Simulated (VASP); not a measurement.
Crystal: MgH2.

```
CELL_PARAMETERS angstrom
-1.88743 1.89411 4.60945
1.94351 -1.94967 4.65482
1.85729 1.91952 -4.63203
ATOMIC_POSITIONS crystal
Mg 0.72741 0.19930 0.45306
Mg 0.96901 0.02822 0.01210
H 0.48415 0.01172 0.46723
H 0.77742 0.80353 0.99656
H 0.22729 0.23252 0.03113
H 0.89314 0.45038 0.44817
```

- Program: VASP 6.6.1
- Task: relaxation of cell and atoms
- Functional: PBEsol
- Potentials or basis: VASP PAW PBE potentials, release 64 (Mg, H)
- Cutoff: 600 eV
- k mesh: 6 × 6 × 6
- Occupations: fermi-dirac, width 0.05 eV
- Spin: no spin polarisation

At the start: pressure 0.8 GPa; volume 11.19 Å³/atom.

Question: Where does the relaxation end?

Answer: Over 22 steps the energy falls by 46.6 meV/atom and the volume is 11.21 Å³/atom (+0.2 %); space group P1 (No. 1, to 0.1 Å) before, I4_1/amd (No. 141, to 0.1 Å).

The path:
| step | energy change (eV) | largest force (eV/Å) | pressure (GPa) | volume (Å³) |
| --- | --- | --- | --- | --- |
| 1 | 0.0000 | 0.9212 | 0.83 | 67.13 |
| 2 | -0.1424 | 0.5322 | -0.29 | 67.69 |
| 3 | -0.2107 | 0.3583 | -1.07 | 68.51 |
| 4 | -0.2111 | 0.3497 | -1.05 | 68.45 |
| 5 | -0.2436 | 0.2676 | -0.50 | 67.64 |
| 6 | -0.2560 | 0.2090 | 0.20 | 66.72 |
| 7 | -0.2669 | 0.0832 | 0.19 | 66.70 |
| 8 | -0.2687 | 0.0970 | 0.21 | 66.69 |
| 9 | -0.2717 | 0.0701 | 0.05 | 66.93 |
| 10 | -0.2736 | 0.0843 | -0.19 | 67.31 |
| 11 | -0.2760 | 0.0612 | -0.10 | 67.23 |
| 12 | -0.2767 | 0.0831 | -0.02 | 67.17 |
| 13 | -0.2780 | 0.0443 | 0.06 | 67.09 |
| 14 | -0.2782 | 0.0378 | 0.11 | 67.04 |
| 15 | -0.2788 | 0.0222 | -0.02 | 67.22 |
| 16 | -0.2788 | 0.0242 | -0.07 | 67.30 |
| 17 | -0.2791 | 0.0150 | -0.03 | 67.24 |
| 18 | -0.2792 | 0.0218 | 0.00 | 67.20 |
| 19 | -0.2794 | 0.0144 | 0.04 | 67.15 |
| 20 | -0.2794 | 0.0185 | 0.04 | 67.14 |
| 21 | -0.2796 | 0.0112 | -0.01 | 67.21 |
| 22 | -0.2796 | 0.0099 | -0.04 | 67.25 |

Final structure:
```
Mg H
1.0
    -1.89703    1.89212    4.66597
     1.90028   -1.90488    4.67136
     1.89540    1.90284   -4.67113
Mg H
2 4
Direct
  0.72265 0.24616 0.48628
  0.97075 0.99567 0.98370
  0.50916 0.03583 0.48595
  0.76010 0.78407 0.98492
  0.18416 0.20636 0.98421
  0.93160 0.45758 0.48318
```

Caveat: the PAW data sets were made with another functional, which shifts forces and pressure a little.
